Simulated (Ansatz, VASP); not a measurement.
**AlN: VASP beside Ansatz**

Contents of INCAR:

```
  PREC = Accurate
  ENCUT = 600
  EDIFF = 1E-6
  ISMEAR = -1
  SIGMA = 0.05
  LREAL = F
  LASPH = T
  NELM = 80
  ALGO = Normal
  ISIF = 3
  LWAVE = F
  LCHARG = F
  GGA = RP
  IVDW = 13
  IBRION = 2
  NSW = 80
  EDIFFG = -0.005
```

KPOINTS

```
Automatic mesh
0
Gamma
  10 10 10
```

POSCAR

```
AlN
1.0
    0.0000000000      2.1839935596      2.1839935596
    2.1839935596      0.0000000000      2.1839935596
    2.1839935596      2.1839935596      0.0000000000
Al N
1 1
Direct
    0.0000000000      0.0000000000      0.0000000000
    0.2500000000      0.2500000000      0.2500000000
```

Contents of input.yaml:

```yaml
crystal:
  lattice:
    - [0.0, 2.1839935596, 2.1839935596]
    - [2.1839935596, 0.0, 2.1839935596]
    - [2.1839935596, 2.1839935596, 0.0]
  atoms:
    - { symbol: Al, position: [0.0, 0.0, 0.0] }
    - { symbol: "N", position: [0.25, 0.25, 0.25] }
kpoints:
  mp_grid: { grid: [10, 10, 10] }
scf:
  occupations: { method: fermi_dirac, width: 0.05 }
hamiltonian:
  xc: rpbe
  dispersion: d4
  pseudopotentials: { kind: all_electron, lapw: { basis_error: 0.001 } }
output:
  forces: true
  stress: true
relax:
  f_tol: 0.005
  max_steps: 60
  cell: {}
```

Alike in both runs: task relaxation of cell and atoms; functional RPBE; dispersion D4; k mesh 10 × 10 × 10; occupations fermi-dirac, width 0.05 eV; no spin polarisation.

|  | VASP | Ansatz |
| --- | --- | --- |
| version | VASP 6.6.1 | Ansatz 0.2.0 |
| potentials or method | VASP PAW PBE potentials, release 64 (Al, N), cutoff 600 eV | all-electron LAPW, scalar-relativistic |

VASP gave:

```
relaxed volume (Å³/atom)                                     : 10.26
relaxed cell length with the largest relative difference (Å) : 3.073
```

Problem. Which values does Ansatz return?

Solution. Relaxed volume (Å³/atom): 10.28; relaxed cell length with the largest relative difference (Å): 3.075.

VASP's potentials were made for PBE, not for RPBE. Ansatz ran all-electron here, and VASP with PAW potentials.
